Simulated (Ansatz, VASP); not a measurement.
**ZnInC2N2 in VASP and in Ansatz**

```
Zn In C N
1.0
     3.23963    0.00000    0.00000
     0.24285    4.25007    0.00000
     0.25218    0.04325    6.87585
Zn In C N
1 1 2 2
Direct
  0.00000 0.00000 0.50000
  0.00000 0.00000 0.00000
  0.00977 0.34217 0.71071
  0.99023 0.65783 0.28929
  0.01088 0.62286 0.72122
  0.98912 0.37714 0.27878
```

Alike in both runs: task relaxation of cell and atoms; functional PBE; k mesh 6 × 4 × 4; occupations gaussian, width 0.1 eV; no spin polarisation.

|  | VASP | Ansatz |
| --- | --- | --- |
| version | VASP 6.6.1 | Ansatz 0.2.0 |
| potentials or method | VASP PAW PBE potentials, release 64 (Zn, In_d, C, N), cutoff 600 eV | scalar-relativistic, plane waves, PAW |
| valence electrons in the cell | 43 | 43 |

|  | VASP | Ansatz | Ansatz less VASP |
| --- | --- | --- | --- |
| gap on the k mesh at the Fermi level, each at its own relaxed structure (eV) | none | none | - |
| relaxed volume (Å³/atom) | 16.05 | 16.10 | +0.043 |
| relaxed length of the cell vector where the two differ most in proportion (Å) | 4.261 | 4.265 | +0.0046 |

A gap of «none» marks a metal or a gap that the smearing closes.

The k mesh is coarse, so the values compare programs but aren't converged. Noted on VASP's run: the standard files for N, O and F lose accuracy on very short bonds.
